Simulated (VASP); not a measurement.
# Cs7Pb8Br23 (a cell with a defect) in VASP: single point with PBEsol

Aim: the single point of Cs7Pb8Br23 (a cell with a defect) with PBEsol.

All numbers are computed with VASP 6.6.1; they aren't measurements. Logs are shortened: lines on timing, memory, paths and dates and some standing lists are left out, and cuts for length are marked.

### Step 1. The cell of the first run

The cell holds a defect, 38 atoms: a = 11.763 Å, b = 11.763 Å, c = 11.763 Å, α = 90.00°, β = 90.00°, γ = 90.00°.

### Step 2. Single point, PBEsol

The input, INCAR:

```
ALGO     = Normal         # electronic algorithm
EDIFF    = 1E-6           # SCF threshold, eV
ENCUT    = 400            # plane-wave cutoff, eV
GGA      = PS             # functional
GGA_COMPAT= False        
ISIF     = 2              # what is computed and relaxed
ISMEAR   = -1             # smearing method
ISYM     = -1           
LASPH    = True           # aspherical terms in the spheres
LCHARG   = True           # write CHGCAR
LELF     = True           # ELF
LREAL    = Auto         
LVHAR    = True         
LWAVE    = False          # write WAVECAR
NBANDS   = 193            # bands
NELM     = 120            # most SCF steps
PREC     = Accurate       # precision mode
SIGMA    = 0.05           # smearing width, eV
```

The input, KPOINTS:

```
explicit points
1
Reciprocal
  0.25000000   0.25000000   0.25000000 1
```

The input, POSCAR:

```
Cs7Pb8Br23
1.0
   11.7633300000      0.0000000000      0.0000000000
    0.0000000000     11.7633300000      0.0000000000
    0.0000000000      0.0000000000     11.7633300000
Cs Pb Br
7 8 23
Direct
    0.9959920000      0.0022380000      0.0034170000
    0.9970190000      0.9808690000      0.4916820000
    0.9977560000      0.5198030000      0.0107060000
    0.9750300000      0.5113450000      0.5406200000
    0.5194290000      0.9953230000      0.9868760000
    0.5297080000      0.9587570000      0.4685940000
    0.5100240000      0.5228340000      0.9864440000
    0.2522000000      0.2484840000      0.2632980000
    0.2453360000      0.2611110000      0.7372210000
    0.2516670000      0.7450600000      0.2493170000
    0.2477950000      0.7627010000      0.7528090000
    0.7558870000      0.2434290000      0.2488070000
    0.7474200000      0.2514440000      0.7529300000
    0.7537280000      0.7373760000      0.2465130000
    0.7469810000      0.7522820000      0.7482180000
    0.1880040000      0.2580820000      0.4985080000
    0.2086900000      0.7603280000      0.0043180000
    0.2654370000      0.7887570000      0.5030430000
    0.7470000000      0.1998670000      0.9997870000
    0.7964470000      0.2587170000      0.5001510000
    0.7790690000      0.7768970000      0.9980200000
    0.7373770000      0.7256710000      0.4980920000
    0.0110310000      0.2612250000      0.1984250000
    0.0030280000      0.2514040000      0.7949720000
    0.0030670000      0.7066730000      0.2831440000
    0.9972370000      0.7704670000      0.7247380000
    0.5034070000      0.1955510000      0.2538560000
    0.4936910000      0.2644090000      0.7908910000
    0.5027100000      0.7750200000      0.2121750000
    0.4973840000      0.7581810000      0.7856080000
    0.2153550000      0.9969710000      0.2428640000
    0.2511350000      0.0153350000      0.7895840000
    0.2732700000      0.4885930000      0.1960710000
    0.2238420000      0.5080260000      0.7725750000
    0.7828050000      0.9901840000      0.2705550000
    0.7342600000      0.0020140000      0.7139770000
    0.7383890000      0.4907780000      0.1963300000
    0.7697880000      0.5021300000      0.7865150000
```

Potentials or basis: VASP PAW PBE potentials, release 64 (Cs_sv, Pb_d, Br).

Launch:

```console
$ cat potpaw_PBE.64/Cs_sv/POTCAR potpaw_PBE.64/Pb_d/POTCAR potpaw_PBE.64/Br/POTCAR > POTCAR
$ mpirun -np 1 vasp_std > vasp.out
```

OUTCAR:

```text
EDIFF = 1E-6
   ENCUT = 400
   GGA = PS
   ISIF = 2
   ISMEAR = -1
   ISYM = -1
   LASPH = True
   LREAL = Auto
   NELM = 120
   PREC = Accurate

 ion  position               nearest neighbor table
   1  0.996  0.002  0.003-
   2  0.997  0.981  0.492-
   3  0.998  0.520  0.011-
   4  0.975  0.511  0.541-
   5  0.519  0.995  0.987-
   6  0.530  0.959  0.469-
   7  0.510  0.523  0.986-
   8  0.252  0.248  0.263-  16 2.87  23 2.94  33 2.94  31 3.00  27 3.02
   9  0.245  0.261  0.737-  16 2.89  24 2.93  34 2.95  32 2.96  28 2.99
  10  0.252  0.745  0.249-  17 2.93  25 2.99  31 2.99  29 3.01  18 3.03  33 3.09
  11  0.248  0.763  0.753-  18 2.96  30 2.96  26 2.97  17 2.99  32 3.00  34 3.02
  12  0.756  0.243  0.249-  19 2.98  37 2.98  20 3.00  35 3.01  27 3.02  23 3.07
  13  0.747  0.251  0.753-  19 2.97  36 2.97  38 2.99  28 3.02  20 3.03  24 3.05
  14  0.754  0.737  0.247-  37 2.97  22 2.97  21 2.97  25 2.99  35 3.01  29 3.01
  15  0.747  0.752  0.748-  22 2.96  26 2.96  36 2.97  30 2.97  21 2.98  38 2.99
  16  0.188  0.258  0.499-   8 2.87   9 2.89
  17  0.209  0.760  0.004-  10 2.93  11 2.99
  18  0.265  0.789  0.503-  11 2.96  10 3.03
  19  0.747  0.200  1.000-  13 2.97  12 2.98
  20  0.796  0.259  0.500-  12 3.00  13 3.03
  21  0.779  0.777  0.998-  14 2.97  15 2.98
[... 15 lines left out ...]
  37  0.738  0.491  0.196-  14 2.97  12 2.98
  38  0.770  0.502  0.787-  13 2.99  15 2.99

IMPORTANT INFORMATION: All symmetrisations will be switched off!
NOSYMM: (Re-)initialisation of all symmetry stuff for point group C_1.

----------------------------------------------------------------------------------------

                                     Primitive cell

  volume of cell :    1627.7618

  direct lattice vectors                    reciprocal lattice vectors
    11.763330000  0.000000000  0.000000000     0.085009942  0.000000000  0.000000000
     0.000000000 11.763330000  0.000000000     0.000000000  0.085009942  0.000000000
     0.000000000  0.000000000 11.763330000     0.000000000  0.000000000  0.085009942

  length of vectors
    11.763330000 11.763330000 11.763330000     0.085009942  0.085009942  0.085009942

  position of ions in fractional coordinates (direct lattice)
     0.995992000  0.002238000  0.003417000
     0.997019000  0.980869000  0.491682000
     0.997756000  0.519803000  0.010706000
     0.975030000  0.511345000  0.540620000
     0.519429000  0.995323000  0.986876000
     0.529708000  0.958757000  0.468594000
[... 30 lines left out ...]
     0.738389000  0.490778000  0.196330000
     0.769788000  0.502130000  0.786515000

  ion indices of the primitive-cell ions
   primitive index   ion index
                 1           1
                 2           2
                 3           3
                 4           4
                 5           5
                 6           6
[... 30 lines left out ...]
                37          37
                38          38

----------------------------------------------------------------------------------------

 KPOINTS: explicit points

Read explicit list of k-points.

 Found      1 k-points:

 Following reciprocal coordinates:
            Coordinates               Weight
  0.250000  0.250000  0.250000      1.000000
   k-points           NKPTS =      1   k-points in BZ     NKDIM =      1   number of bands    NBANDS=    193
   number of dos      NEDOS =    301   number of ions     NIONS =     38
   total plane-waves  NPLWV = 512000
   dimension x,y,z NGX =    80 NGY =   80 NGZ =   80
   dimension x,y,z NGXF=   160 NGYF=  160 NGZF=  160
   ions per type =               7   8  23
   NGX,Y,Z   is equivalent  to a cutoff of  11.31, 11.31, 11.31 a.u.
   NGXF,Y,Z  is equivalent  to a cutoff of  22.61, 22.61, 22.61 a.u.
 SYSTEM =  unknown system
   PREC   = accura    normal or accurate (medium, high low for compatibility)
   ISTART =      0    job   : 0-new  1-cont  2-samecut
   ICHARG =      2    charge: 1-file 2-atom 10-const
   ISPIN  =      1    spin polarized calculation?
   LNONCOLLINEAR =      F non collinear calculations
   LSORBIT =      F    spin-orbit coupling
   LASPH  =      T    aspherical Exc in radial PAW
   ENCUT  =  400.0 eV  29.40 Ry    5.42 a.u.  19.18 19.18 19.18*2*pi/ulx,y,z
   NELM   =    120;   NELMIN=  2; NELMDL= -5     # of ELM steps
   EDIFF  = 0.1E-05   stopping-criterion for ELM
   LREAL  =      T    real-space projection
   EDIFFG = 0.1E-04   stopping-criterion for IOM
   NSW    =      0    number of steps for IOM
   IBRION =     -1    ionic relax: 0-MD 1-quasi-New 2-CG
   NFREE  =      0    steps in history (QN), initial steepest desc. (CG)
   ISIF   =      2    stress and relaxation
   ISYM   =     -1    0-nonsym 1-usesym 2-fastsym
   POTIM  = 0.5000    time-step for ionic-motion
   TEBEG  =    0.0;   TEEND  =   0.0 temperature during run
   PSTRESS=    0.0 pullay stress
   NELECT =     336.0000    total number of electrons
   NUPDOWN=      -1.0000    fix difference up-down
   EMIN   =  10.00;   EMAX   =-10.00  energy-range for DOS
   EFERMI =   0.00;   METHOD = LEGACY
   ISMEAR =    -1;   SIGMA  =   0.05  broadening in eV -4-tet -1-fermi 0-gaus
   EFERMI_NEDOS =   21; number of points for ismear=-14 and -15
   IALGO  =     38    algorithm
   IMIX   =      4    mixing-type and parameters
     AMIX     =   0.40;   BMIX     =  1.00
     AMIX_MAG =   1.60;   BMIX_MAG =  1.00
  volume/ion in A,a.u.               =      42.84       289.07
  Fermi-wavevector in a.u.,A,eV,Ry     =   0.967515  1.828338 12.736210  0.936085
  Thomas-Fermi vector in A             =   2.097407
   LORBIT       =      0    0 simple, 1 ext, 2 COOP (PROOUT), +10 PAW based schemes
   GGA     = PS    functional components
   LHFCALC =     F    Hartree Fock is set to
   AEXX    =    0.0000 exact exchange contribution
   IVDW    =     0    specifies the selected vdW correction
   LEPSILON=     F    determine dielectric tensor
   LRPA    =     F    only Hartree local field effects (RPA)
 non-spin polarized calculation
  energy-cutoff  :      400.00
  volume of cell :     1627.76
 maximum number of plane-waves:     29545
 NGX is ok and might be reduce to    80
   NGX = 39   NGY = 39   NGZ = 39

 number of electron     335.9999984 magnetization

 Free energy of the ion-electron system (eV)
  ---------------------------------------------------
  ext. energy  EPLUGINS =         0.00000000
  ---------------------------------------------------
  free energy    TOTEN  =      -127.69872466 eV

  energy without entropy =     -127.69872466  energy(sigma->0) =     -127.69872466

 E-fermi :   0.9761     XC(G=0):  -7.4577

 val. band max:       -0.2664202446   @ k =   0.2500   0.2500   0.2500
 cond. band min:       2.2798292002   @ k =   0.2500   0.2500   0.2500
 fundamental gap:      2.5462494448
 Fermi energy:         0.9761391977

 k-point     1 :       0.2500    0.2500    0.2500
  band No.  band energies     occupation
      1     -20.4573      2.00000
      2     -20.4442      2.00000
      3     -20.3896      2.00000
      4     -20.3732      2.00000
      5     -20.3121      2.00000
      6     -20.2592      2.00000
[... 172 lines left out ...]
    179       3.4551      0.00000
    180       3.5343      0.00000
 [bands above 180 left out]

------------------------ aborting loop because EDIFF is reached ----------------------------------------

  FORCE on cell =-STRESS in cart. coord.  units (eV):
  Direction    XX          YY          ZZ          XY          YZ          ZX
  --------------------------------------------------------------------------------------
  -------------------------------------------------------------------------------------
  Total       -5.9846871     -5.4348992     -5.1059959     -0.1201765     -0.1566139     -0.0862309
  in kB       -5.8906225     -5.3494759     -5.0257421     -0.1182877     -0.1541523     -0.0848756
  external PRESSURE =      -5.4219469 kB  Pullay stress =       0.0000000 kB

 VOLUME and BASIS-vectors are now :
 -----------------------------------------------------------------------------
  energy-cutoff  :      400.00
  volume of cell :     1627.76
      direct lattice vectors                 reciprocal lattice vectors
    11.763330000  0.000000000  0.000000000     0.085009942  0.000000000  0.000000000
     0.000000000 11.763330000  0.000000000     0.000000000  0.085009942  0.000000000
     0.000000000  0.000000000 11.763330000     0.000000000  0.000000000  0.085009942

 POSITION                                       TOTAL-FORCE (eV/Angst)
 -----------------------------------------------------------------------------------
     11.71618      0.02633      0.04020         0.001683      0.001515     -0.004803
     11.72826     11.53829      5.78382        -0.000009      0.003065      0.001696
     11.73693      6.11461      0.12594        -0.000346      0.000090     -0.003251
     11.46960      6.01512      6.35949         0.009990      0.001742     -0.003470
      6.11021     11.70831     11.60895        -0.001652     -0.000732     -0.000699
      6.23113     11.27817      5.51223        -0.000836      0.005192      0.001795
[... 30 lines left out ...]
      8.68591      5.77318      2.30949        -0.000666     -0.002866      0.003543
      9.05527      5.90672      9.25204         0.000387     -0.005883      0.004057
 -----------------------------------------------------------------------------------
    total drift:                               -0.011494     -0.026399      0.015984

  FREE ENERGIE OF THE ION-ELECTRON SYSTEM (eV)
  ---------------------------------------------------
  free  energy   TOTEN  =      -127.6987246587 eV

  energy  without entropy=     -127.6987246586  energy(sigma->0) =     -127.69872466
```

It took 6.5 min on 1 thread of Intel Xeon 6975P-C (Granite Rapids), shared host; peak memory 0.99 GiB.

What came out:

| Property | Result |
| --- | --- |
| Free energy | -127.6987 eV |
| Pressure | -0.5 GPa |
| Largest force | 0.016 eV/Å |
| Band gap on the k mesh | 2.55 eV |

Forces in eV/Å, atoms in the order of the input:
```
Cs   0.002  0.002 -0.005
Cs   0.000  0.003  0.002
Cs   0.000  0.000 -0.003
Cs   0.010  0.002 -0.003
Cs  -0.002 -0.001 -0.001
Cs  -0.001  0.005  0.002
Cs   0.004  0.001  0.000
Pb   0.002  0.002 -0.010
Pb   0.004  0.000  0.006
Pb  -0.001  0.000 -0.003
Pb   0.003 -0.005  0.002
Pb   0.004  0.002 -0.001
Pb   0.000  0.002  0.003
Pb   0.000  0.002  0.003
Pb  -0.006  0.001 -0.003
Br  -0.005 -0.006  0.005
Br   0.005  0.000 -0.001
Br  -0.005 -0.001 -0.008
Br  -0.004  0.005 -0.001
Br   0.001  0.003 -0.001
Br   0.000 -0.001  0.003
Br  -0.002 -0.003  0.001
Br   0.002 -0.002  0.007
Br  -0.015 -0.005 -0.002
Br  -0.006  0.002  0.006
Br   0.004  0.000  0.001
Br  -0.004  0.002  0.001
Br   0.006 -0.002 -0.004
Br   0.003 -0.004  0.003
Br   0.005  0.000 -0.002
Br  -0.002  0.009  0.000
Br   0.004 -0.001  0.002
Br  -0.001 -0.004  0.001
Br  -0.003  0.008 -0.001
Br  -0.002 -0.006 -0.001
Br  -0.001  0.000 -0.002
Br  -0.001 -0.003  0.004
Br   0.000 -0.006  0.004
```

Caveat: the PAW data sets were made with another functional, which shifts forces and pressure a little; spin-orbit coupling is left out, which moves the levels of the heavy elements.
